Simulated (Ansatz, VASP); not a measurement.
# Cd in VASP and in Ansatz

```xyz
1
Lattice="0.0000 2.1532 2.1532 2.1532 0.0000 2.1532 2.1532 2.1532 0.0000" Properties=species:S:1:pos:R:3 pbc="T T T"
Cd    0.0000    0.0000    0.0000
```

Alike in both runs: functional LDA; k mesh 16 × 16 × 16; occupations fermi-dirac, width 0.08 eV; no spin polarisation.

Ansatz relaxed the structure, and its values are those at the end. VASP's run is a single point on that final structure, the one shown.

|  | VASP | Ansatz |
| --- | --- | --- |
| version | VASP 6.6.1 | Ansatz 0.2.0 |
| potentials or method | VASP PAW LDA potentials, release 64 (Cd) | PAW with Ansatz's default frozen-core files, scalar-relativistic |
| plane-wave cutoff (eV) | 520 | 420 |
| valence electrons in the cell | 12 | 20 |

Ansatz gave:

| Property | Result |
| --- | --- |
| pressure (GPa) | 0.0 |

Problem. What did VASP give for the same quantities?

Solution. Pressure (GPa): 0.6.

LDA's correlation is that of Perdew and Zunger in VASP and of Perdew and Wang (1992) in Ansatz. VASP's potentials hold 12 valence electrons a cell and Ansatz's 20, so a difference there can come from the potentials and not from the codes.
